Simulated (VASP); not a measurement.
# Ir (Fm-3m) in VASP: notebook

The runs below take Ir through single point, relaxation of cell and atoms, with r2SCAN.

Program: VASP 6.6.1. These are calculated values, not measurements. Logs are shortened: lines on timing, memory, paths and dates and some standing lists are left out, and cuts for length are marked.

## 1. The cell of the first run

The structure is cubic, space group Fm-3m (No. 225). Conventional cell: a = 3.782 Å, b = 3.782 Å, c = 3.782 Å, α = 90.00°, β = 90.00°, γ = 90.00°. Ir (site symmetry m-3m) has 12 Ir at 2.67 Å within 3.5 Å.

## 2. Single point, r2SCAN

Input file POSCAR:

```
Ir
1.0
    0.0000000000      1.8908645795      1.8908645795
    1.8908645795      0.0000000000      1.8908645795
    1.8908645795      1.8908645795      0.0000000000
Ir
1
Direct
    0.0000000000      0.0000000000      0.0000000000
```

Input file INCAR.step1:

```
SYSTEM = Ir
  ALGO = Normal
  EDIFF = 1E-4
  ENCUT = 520
  GGA = PE
  ISMEAR = 0
  LASPH = .TRUE.
  LCHARG = .FALSE.
  LREAL = .FALSE.
  LWAVE = .TRUE.
  NBANDS = 10
  NELM = 100
  PREC = Accurate
  SIGMA = 0.1
```

Input file INCAR.step2:

```
SYSTEM = Ir
  ALGO = Normal
  EDIFF = 1E-6
  ENCUT = 520
  ISIF = 2
  ISMEAR = 0
  ISTART = 1
  LASPH = .TRUE.
  LCHARG = .TRUE.
  LELF = .TRUE.
  LMIXTAU = .TRUE.
  LREAL = .FALSE.
  LVHAR = .TRUE.
  LWAVE = .FALSE.
  METAGGA = R2SCAN
  NBANDS = 10
  NELM = 100
  PREC = Accurate
  SIGMA = 0.1
```

Input file KPOINTS:

```
k-points
0
G
  8 8 8
  0 0 0
```

Potentials or basis: VASP PAW PBE potentials, release 64 (Ir).

On the command line:

```console
cat potpaw_PBE.64/Ir/POTCAR > POTCAR
cp INCAR.step1 INCAR
mpirun -np 1 vasp_std > vasp.out
cp INCAR.step2 INCAR
mpirun -np 1 vasp_std > vasp.out
```

OUTCAR:

```text
SYSTEM = Ir
   EDIFF = 1E-6
   ENCUT = 520
   ISIF = 2
   ISMEAR = 0
   ISTART = 1
   LASPH = .TRUE.
   LREAL = .FALSE.
   METAGGA = R2SCAN
   NELM = 100
   PREC = Accurate

 ion  position               nearest neighbor table
   1  0.000  0.000  0.000-

  LATTYP: Found a face centered cubic cell.
 ALAT       =     3.7817291590

  Lattice vectors:

 A1 = (   0.0000000000,   1.8908645795,   1.8908645795)
 A2 = (   1.8908645795,   0.0000000000,   1.8908645795)
 A3 = (   1.8908645795,   1.8908645795,   0.0000000000)

Analysis of symmetry for initial positions (statically):
=====================================================================
 Subroutine PRICEL returns:
 Original cell was already a primitive cell.

 Routine SETGRP: Setting up the symmetry group for a
 face centered cubic supercell.

 Subroutine GETGRP returns: Found 48 space group operations
 (whereof 48 operations were pure point group operations)
 out of a pool of 48 trial point group operations.

The static configuration has the point symmetry O_h .

Analysis of symmetry for dynamics (positions and initial velocities):
=====================================================================
 Subroutine PRICEL returns:
 Original cell was already a primitive cell.

 Routine SETGRP: Setting up the symmetry group for a
 face centered cubic supercell.

 Subroutine GETGRP returns: Found 48 space group operations
 (whereof 48 operations were pure point group operations)
 out of a pool of 48 trial point group operations.

The dynamic configuration has the point symmetry O_h .

 Subroutine INISYM returns: Found 48 space group operations
 (whereof 48 operations are pure point group operations),
 and found     1 'primitive' translations

----------------------------------------------------------------------------------------

                                     Primitive cell

  volume of cell :      13.5211

  direct lattice vectors                    reciprocal lattice vectors
     0.000000000  1.890864580  1.890864580    -0.264429302  0.264429302  0.264429302
     1.890864580  0.000000000  1.890864580     0.264429302 -0.264429302  0.264429302
     1.890864580  1.890864580  0.000000000     0.264429302  0.264429302 -0.264429302

  length of vectors
     2.674086333  2.674086333  2.674086333     0.458004985  0.458004985  0.458004985

  position of ions in fractional coordinates (direct lattice)
     0.000000000  0.000000000  0.000000000

  ion indices of the primitive-cell ions
   primitive index   ion index
                 1           1

----------------------------------------------------------------------------------------

 KPOINTS: k-points

Automatic generation of k-mesh.
 Grid dimensions read from file:
 generate k-points for:    8    8    8

 Generating k-lattice:

  Cartesian coordinates                     Fractional coordinates (reciprocal lattice)
    -0.033053663  0.033053663  0.033053663     0.125000000  0.000000000  0.000000000
     0.033053663 -0.033053663  0.033053663     0.000000000  0.125000000  0.000000000
     0.033053663  0.033053663 -0.033053663     0.000000000  0.000000000  0.125000000

  Length of vectors
     0.057250623  0.057250623  0.057250623

  Shift w.r.t. Gamma in fractional coordinates (k-lattice)
     0.000000000  0.000000000  0.000000000

 Subroutine IBZKPT returns following result:
 ===========================================

 Found     29 irreducible k-points:

 Following reciprocal coordinates:
            Coordinates               Weight
  0.000000  0.000000  0.000000      1.000000
  0.125000  0.000000  0.000000      8.000000
  0.250000  0.000000  0.000000      8.000000
  0.375000  0.000000  0.000000      8.000000
  0.500000  0.000000  0.000000      4.000000
  0.125000  0.125000  0.000000      6.000000
[... 16 lines left out ...]
  0.500000  0.250000  0.125000     48.000000
 -0.375000  0.250000  0.125000     24.000000
 [... further k-points ...]
   k-points           NKPTS =     29   k-points in BZ     NKDIM =     29   number of bands    NBANDS=     10
   number of dos      NEDOS =    301   number of ions     NIONS =      1
   total plane-waves  NPLWV =   8000
   dimension x,y,z NGX =    20 NGY =   20 NGZ =   20
   dimension x,y,z NGXF=    40 NGYF=   40 NGZF=   40
   ions per type =               1
   NGX,Y,Z   is equivalent  to a cutoff of  12.43, 12.43, 12.43 a.u.
   NGXF,Y,Z  is equivalent  to a cutoff of  24.87, 24.87, 24.87 a.u.
 SYSTEM =  Ir
   PREC   = accura    normal or accurate (medium, high low for compatibility)
   ISTART =      1    job   : 0-new  1-cont  2-samecut
   ICHARG =      0    charge: 1-file 2-atom 10-const
   ISPIN  =      1    spin polarized calculation?
   LNONCOLLINEAR =      F non collinear calculations
   LSORBIT =      F    spin-orbit coupling
   LASPH  =      T    aspherical Exc in radial PAW
   ENCUT  =  520.0 eV  38.22 Ry    6.18 a.u.   4.97  4.97  4.97*2*pi/ulx,y,z
   NELM   =    100;   NELMIN=  2; NELMDL=  0     # of ELM steps
[... 60 lines left out ...]
      4       6.7059      2.00000
      5       9.6190      2.00000
      6       9.6190      2.00000
      7      25.9581      0.00000
      8      32.1292      0.00000
      9      32.1292      0.00000
     10      32.1292      0.00000

 k-point     2 :       0.1250    0.0000    0.0000
  band No.  band energies     occupation
      1      -0.3179      2.00000
      2       6.3419      2.00000
      3       6.9980      2.00000
      4       6.9980      2.00000
      5       9.4576      2.00000
      6       9.4576      2.00000
      7      27.1813      0.00000
      8      29.4579      0.00000
      9      33.3527      0.00000
     10      33.3527      0.00000

 k-point     3 :       0.2500    0.0000    0.0000
  band No.  band energies     occupation
      1       1.3231      2.00000
      2       6.1488      2.00000
      3       7.1696      2.00000
      4       7.1696      2.00000
      5       9.8420      2.00000
      6       9.8420      2.00000
      7      25.7827      0.00000
      8      28.8118      0.00000
      9      36.3646      0.00000
     10      36.3646      0.00000

 k-point     4 :       0.3750    0.0000    0.0000
  band No.  band energies     occupation
      1       2.0715      2.00000
      2       6.7540      2.00000
      3       6.7540      2.00000
      4       8.0863      2.00000
      5      11.2228      0.03132
      6      11.2228      0.03132
      7      21.8971      0.00000
      8      26.6573      0.00000
      9      34.0561      0.00000
     10      34.0561      0.00000

 k-point     5 :       0.5000    0.0000    0.0000
  band No.  band energies     occupation
      1       2.0617      2.00000
      2       6.5312      2.00000
      3       6.5312      2.00000
      4      10.1711      2.00000
      5      12.0124      0.00000
      6      12.0124      0.00000
      7      19.1539      0.00000
      8      25.6075      0.00000
      9      32.2227      0.00000
     10      32.2227      0.00000

 k-point     6 :       0.1250    0.1250    0.0000
  band No.  band energies     occupation
      1      -0.0660      2.00000
      2       5.9646      2.00000
      3       7.2854      2.00000
      4       7.2854      2.00000
      5       8.7746      2.00000
      6       9.9159      2.00000
      7      27.6688      0.00000
      8      30.5366      0.00000
      9      32.4248      0.00000
     10      32.4248      0.00000
[... 183 lines left out ...]
 k-point    21 :       0.5000    0.5000    0.0000
  band No.  band energies     occupation
      1       2.2135      2.00000
      2       2.8289      2.00000
      3      11.9151      0.00000
      4      12.7009      0.00000
      5      12.7009      0.00000
      6      12.7736      0.00000
      7      22.7288      0.00000
      8      23.5520      0.00000
      9      23.5520      0.00000
     10      34.0368      0.00000

 k-point    22 :       0.3750    0.2500    0.1250
  band No.  band energies     occupation
      1       2.8414      2.00000
      2       4.8475      2.00000
      3       6.5483      2.00000
      4       8.9524      2.00000
      5       8.9546      2.00000
      6      11.8805      0.00000
      7      26.4976      0.00000
      8      29.3257      0.00000
      9      30.9309      0.00000
     10      32.8787      0.00000

 k-point    23 :       0.5000    0.2500    0.1250
  band No.  band energies     occupation
      1       3.6856      2.00000
      2       5.4374      2.00000
      3       5.9079      2.00000
      4       8.4493      2.00000
      5      10.8417      1.99879
      6      14.2099      0.00000
      7      22.2244      0.00000
      8      27.7145      0.00000
      9      28.9940      0.00000
     10      34.0202      0.00000

 k-point    24 :      -0.3750    0.2500    0.1250
  band No.  band energies     occupation
      1       3.6828      2.00000
      2       5.1499      2.00000
      3       7.0187      2.00000
      4       8.0860      2.00000
      5      11.6665      0.00000
      6      16.6525      0.00000
      7      18.4599      0.00000
      8      27.8525      0.00000
      9      28.1990      0.00000
     10      32.2293      0.00000

 [... further k-points ...]

------------------------ aborting loop because EDIFF is reached ----------------------------------------

  FORCE on cell =-STRESS in cart. coord.  units (eV):
  Direction    XX          YY          ZZ          XY          YZ          ZX
  --------------------------------------------------------------------------------------
  -------------------------------------------------------------------------------------
  Total        2.1861434      2.1861434      2.1861434     -0.0000000      0.0000000      0.0000000
  in kB      259.0466292    259.0466292    259.0466292     -0.0000000      0.0000000      0.0000000
  external PRESSURE =     259.0466292 kB  Pullay stress =       0.0000000 kB

 VOLUME and BASIS-vectors are now :
 -----------------------------------------------------------------------------
  energy-cutoff  :      520.00
  volume of cell :       13.52
      direct lattice vectors                 reciprocal lattice vectors
     0.000000000  1.890864580  1.890864580    -0.264429302  0.264429302  0.264429302
     1.890864580  0.000000000  1.890864580     0.264429302 -0.264429302  0.264429302
     1.890864580  1.890864580  0.000000000     0.264429302  0.264429302 -0.264429302

 POSITION                                       TOTAL-FORCE (eV/Angst)
 -----------------------------------------------------------------------------------
      0.00000      0.00000      0.00000         0.000000      0.000000      0.000000
 -----------------------------------------------------------------------------------
    total drift:                                0.000000      0.000000     -0.000000

  FREE ENERGIE OF THE ION-ELECTRON SYSTEM (eV)
  ---------------------------------------------------
  free  energy   TOTEN  =       -52.2368379969 eV

  energy  without entropy=      -52.2304287791  energy(sigma->0) =      -52.23363339
```

Run time: 43 s. Hardware: 1 thread of Intel Xeon Platinum 8259CL at 2.50GHz (Skylake/Cascade Lake), shared host; peak memory 0.13 GiB.

What came out:

| Quantity | Value |
| --- | --- |
| Free energy | -52.2368 eV |
| Pressure | 25.9 GPa |
| Band gap on the k mesh | zero (an odd number of electrons rules out a gap without spin polarisation) |

Levels at points of the mesh, in eV from the Fermi level:
```csv
k point,band 1,band 2,band 3,band 4,band 5,band 6,band 7,band 8
"(0.00, 0.00, 0.00)",-12.12,-4.36,-4.36,-4.36,-1.45,-1.45,14.89,21.06
"(0.50, 0.00, 0.00)",-9.01,-4.54,-4.54,-0.90,0.94,0.94,8.08,14.54
"(0.50, 0.50, 0.00)",-8.86,-8.24,0.84,1.63,1.63,1.70,11.66,12.48
```

Caveat: the cell stands under pressure; the PAW data sets were made with another functional, which shifts forces and pressure a little; spin-orbit coupling is left out, which moves the levels of the heavy elements.

## 3. Single point, r2SCAN

This run uses another cell than the first one, of 14.20 Å³/atom.

Input file POSCAR:

```
Ir
1.0
    0.0000000000      1.9221423492      1.9221423492
    1.9221423492      0.0000000000      1.9221423492
    1.9221423492      1.9221423492      0.0000000000
Ir
1
Direct
    0.0000000000      0.0000000000      0.0000000000
```

Input file INCAR.step1:

```
PREC = Accurate
ENCUT = 520
ISMEAR = 0
SIGMA = 0.1
LREAL = F
LASPH = T
NELM = 100
NBANDS = 10
GGA = PE
ALGO = Normal
EDIFF = 1E-4
LWAVE = T
LCHARG = F
```

Input file INCAR.step2:

```
PREC = Accurate
ENCUT = 520
EDIFF = 1E-6
ISMEAR = 0
SIGMA = 0.1
LREAL = F
LASPH = T
NELM = 100
ALGO = Normal
ISIF = 2
LWAVE = F
LCHARG = T
METAGGA = R2SCAN
LMIXTAU = T
LELF = T
LVHAR = T
NBANDS = 10
ISTART = 1
```

Input file KPOINTS:

```
regular mesh
0
Gamma
  18 18 18
```

Potentials or basis: VASP PAW PBE potentials, release 64 (Ir).

On the command line:

```console
cat potpaw_PBE.64/Ir/POTCAR > POTCAR
cp INCAR.step1 INCAR
mpirun -np 1 vasp_std > vasp.out
cp INCAR.step2 INCAR
mpirun -np 1 vasp_std > vasp.out
```

It took 2.4 min on 1 thread of Intel Xeon Platinum 8259CL at 2.50GHz (Skylake/Cascade Lake), shared host; peak memory 0.15 GiB.

It converged, with:

| Property | Result |
| --- | --- |
| Free energy | -52.3697 eV |
| Pressure | 2.5 GPa |
| Band gap on the k mesh | zero (an odd number of electrons rules out a gap without spin polarisation) |

Levels at points of the mesh, in eV from the Fermi level:
| k point | band 1 | band 2 | band 3 | band 4 | band 5 | band 6 | band 7 | band 8 |
| --- | --- | --- | --- | --- | --- | --- | --- | --- |
| (0.00, 0.00, 0.00) | -11.53 | -4.02 | -4.02 | -4.02 | -1.33 | -1.33 | 15.06 | 20.91 |
| (0.50, 0.00, 0.00) | -8.42 | -4.17 | -4.17 | -0.74 | 0.88 | 0.88 | 7.58 | 14.69 |
| (0.50, 0.50, 0.00) | -8.21 | -7.63 | 0.79 | 1.51 | 1.51 | 1.74 | 10.97 | 12.27 |

Caveat: the PAW data sets were made with another functional, which shifts forces and pressure a little; spin-orbit coupling is left out, which moves the levels of the heavy elements.

## 4. Relaxation of cell and atoms, r2SCAN

This run uses another cell than the first one, of 14.27 Å³/atom.

Input file POSCAR:

```
Ir
1.0
    0.0000000000      1.9250997608      1.9250997608
    1.9250997608      0.0000000000      1.9250997608
    1.9250997608      1.9250997608      0.0000000000
Ir
1
Direct
    0.0000000000      0.0000000000      0.0000000000
```

Input file INCAR.step1:

```
SYSTEM = Ir
PREC     = Accurate       ! precision mode
ENCUT    = 600            ! plane-wave cutoff, eV
ISMEAR   = 0              ! smearing method
SIGMA    = 0.1            ! smearing width, eV
LREAL    = .FALSE.        ! projectors in reciprocal space
LASPH    = .TRUE.         ! aspherical terms in the spheres
NELM     = 100            ! most SCF steps
GGA      = PE             ! functional
ALGO     = Normal         ! electronic algorithm
EDIFF    = 1E-4           ! SCF threshold, eV
LWAVE    = .TRUE.         ! write WAVECAR
LCHARG   = .FALSE.        ! write CHGCAR
```

Input file INCAR.step2:

```
SYSTEM = Ir
PREC     = Accurate       ! precision mode
ENCUT    = 600            ! plane-wave cutoff, eV
EDIFF    = 1E-6           ! SCF threshold, eV
ISMEAR   = 0              ! smearing method
SIGMA    = 0.1            ! smearing width, eV
LREAL    = .FALSE.        ! projectors in reciprocal space
LASPH    = .TRUE.         ! aspherical terms in the spheres
NELM     = 100            ! most SCF steps
ALGO     = Normal         ! electronic algorithm
ISIF     = 3              ! what is computed and relaxed
LWAVE    = .FALSE.        ! write WAVECAR
LCHARG   = .FALSE.        ! write CHGCAR
METAGGA  = R2SCAN         ! meta-GGA
LMIXTAU  = .TRUE.       
IBRION   = 2              ! ionic algorithm
NSW      = 80             ! ionic steps
EDIFFG   = -0.01          ! ionic threshold
ISTART   = 1
```

Input file KPOINTS:

```
regular mesh
0
G
  18 18 18
  0 0 0
```

On the command line:

```console
cat potpaw_PBE.64/Ir/POTCAR > POTCAR
cp INCAR.step1 INCAR
mpirun -np 1 vasp_std > vasp.out
cp INCAR.step2 INCAR
mpirun -np 1 vasp_std > vasp.out
```

It took 4.4 min on 1 thread of Intel Xeon Platinum 8259CL at 2.50GHz (Skylake/Cascade Lake), shared host; peak memory 0.18 GiB.

It converged, with:

| Item | Value |
| --- | --- |
| Free energy | -52.3703 eV |
| Relaxed volume | 14.29 Å³/atom |
| Relaxed cell | a = 2.724 Å, b = 2.724 Å, c = 2.724 Å, α = 60.00°, β = 60.00°, γ = 60.00° |
| Space group after relaxing (to 0.1 Å) | Fm-3m (No. 225) |
| Energy gained by relaxing | 0.1 meV/atom |
| Ionic steps | 3 |
| Pressure after relaxing | 0.0 GPa |
| Band gap on the k mesh | zero (an odd number of electrons rules out a gap without spin polarisation) |

Final structure:
```yaml
crystal:
  lattice:
    - [0.00000, 1.92627, 1.92627]
    - [1.92627, 0.00000, 1.92627]
    - [1.92627, 1.92627, 0.00000]
  atoms:
    - { symbol: Ir, position: [0.00000, 0.00000, 0.00000] }
```

Levels at points of the mesh, in eV from the Fermi level:
```csv
k point,band 1,band 2,band 3,band 4,band 5,band 6,band 7,band 8
"(0.00, 0.00, 0.00)",-11.46,-3.98,-3.98,-3.98,-1.32,-1.32,15.08,20.88
"(0.50, 0.00, 0.00)",-8.35,-4.13,-4.13,-0.72,0.87,0.87,7.51,14.71
"(0.50, 0.50, 0.00)",-8.13,-7.55,0.78,1.50,1.50,1.74,10.88,12.23
```

Caveat: the PAW data sets were made with another functional, which shifts forces and pressure a little; spin-orbit coupling is left out, which moves the levels of the heavy elements.

## 5. The runs side by side

| task | cell | k mesh | cutoff (eV) | gap on the mesh (eV) | pressure (GPa) |
| --- | --- | --- | --- | --- | --- |
| single point | a = 2.674 Å, angles 60.0°, 1 atom | 8 × 8 × 8 | 520 | none | 25.9 |
| single point | a = 2.718 Å, angles 60.0°, 1 atom | 18 × 18 × 18 | 520 | none | 2.5 |
| relaxation of cell and atoms | relaxed from a = 2.723 Å, angles 60.0°, 1 atom | 18 × 18 × 18 | 600 | none | 0.0 |

Alike in all rows: level r2SCAN; potentials or basis VASP PAW PBE potentials, release 64 (Ir); no spin polarisation; smearing gaussian 0.1 eV.

Caveats: the PAW data sets were made with another functional, which shifts forces and pressure a little; spin-orbit coupling is left out, which moves the levels of the heavy elements; the cell stands under pressure (at least some runs).

Total energies depend on the potentials used, so only differences within one code and one set of settings carry meaning.
